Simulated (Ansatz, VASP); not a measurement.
# Nb4P3 in VASP and in Ansatz

```
CELL_PARAMETERS angstrom
3.52497 0.00000 0.00000
0.00000 3.52497 0.00000
0.00000 0.00000 9.76758
ATOMIC_POSITIONS crystal
Nb 0.00000 0.00000 0.00000
Nb 0.50000 0.50000 0.75763
Nb 0.00000 0.00000 0.50000
Nb 0.50000 0.50000 0.24237
P 0.00000 0.00000 0.75637
P 0.50000 0.50000 0.50000
P 0.00000 0.00000 0.24363
```

Change from the starting cell: ordered vacancies on the anion sites of rock salt (P4/mmm, No. 123).

Alike in both runs: functional PBE; k mesh 6 × 6 × 2; occupations gaussian, width 0.1 eV; no spin polarisation.

Ansatz relaxed the structure, and its values are those at the end. VASP's run is a single point on that final structure, the one shown.

|  | VASP | Ansatz |
| --- | --- | --- |
| version | VASP 6.6.1 | Ansatz 0.2.0 |
| potentials or method | VASP PAW PBE potentials, release 64 (Nb_sv, P), cutoff 520 eV | scalar-relativistic, plane waves, PAW |
| valence electrons in the cell | 67 | 67 |

```tsv
	VASP	Ansatz	Ansatz less VASP
gap on the k mesh at the Fermi level (eV)	none	none	-
pressure (GPa)	-0.3	0.0	+0.34
rms of the force components (eV/Å)	0.015	0.016	+0.0012
```

A gap of «none» marks a metal or a gap that the smearing closes.
